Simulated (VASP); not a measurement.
Write the native input for VASP 6.6.1 that does the following.

| Item | Value |
| --- | --- |
| Task | single point |
| Functional | PBE |
| Potentials or basis | VASP PAW PBE potentials, release 64 (Li_sv, Cl) |
| Cutoff | 520 eV |
| k mesh | 4 × 2 × 6 |
| Occupations | gaussian, width 0.02 eV |
| Spin | no spin polarisation |
| Dipole correction | no |
| Further INCAR settings | ALGO = Normal; EDIFF = 1e-07; NBANDS = 42 |

The structure of LiCl lies in POSCAR:

```
LiCl
1.0
    6.4431230480      0.0000000000      0.0000000000
    0.0000000000     10.6302865322      0.0000000000
    0.0000000000      0.0000000000      3.6591981188
Li Cl
6 6
Direct
    0.5852227380      0.6430788197      0.5000000000
    0.4147772620      0.3569211803      0.5000000000
    0.0000000000      0.5000000000      0.0000000000
    0.0852227380      0.8569211803      0.5000000000
    0.9147772620      0.1430788197      0.5000000000
    0.5000000000      0.0000000000      0.0000000000
    0.0517032899      0.3448122900      0.5000000000
    0.9482967101      0.6551877100      0.5000000000
    0.5000000000      0.5000000000      0.0000000000
    0.5517032899      0.1551877100      0.5000000000
    0.4482967101      0.8448122900      0.5000000000
    0.0000000000      0.0000000000      0.0000000000
```

The cell was generated, and may not be a known phase.

The input as run:

INCAR

```
SYSTEM = LiCl
  PREC = Accurate
  ENCUT = 520
  EDIFF = 1E-7
  ISMEAR = 0
  SIGMA = 0.02
  LREAL = .False.
  LASPH = .True.
  NELM = 60
  ALGO = Normal
  ISIF = 2
  LWAVE = .False.
  LCHARG = .True.
  GGA = PE
  LELF = .True.
  LVHAR = .True.
  NBANDS = 42
```

KPOINTS

```
regular mesh
0
Gamma
  4 2 6
  0 0 0
```

Potentials or basis: VASP PAW PBE potentials, release 64 (Li_sv, Cl).

Command:

```bash
$ cat potpaw_PBE.64/Li_sv/POTCAR potpaw_PBE.64/Cl/POTCAR > POTCAR
$ mpirun -np 1 vasp_std > vasp.out
```

Results of the run:

The largest force is 0.009 eV/Å. The band gap on the k mesh is 5.48 eV.

Wall time 6.8 min on 1 thread of Intel Xeon 8259CL, on a shared host, peak memory 0.4 GiB.
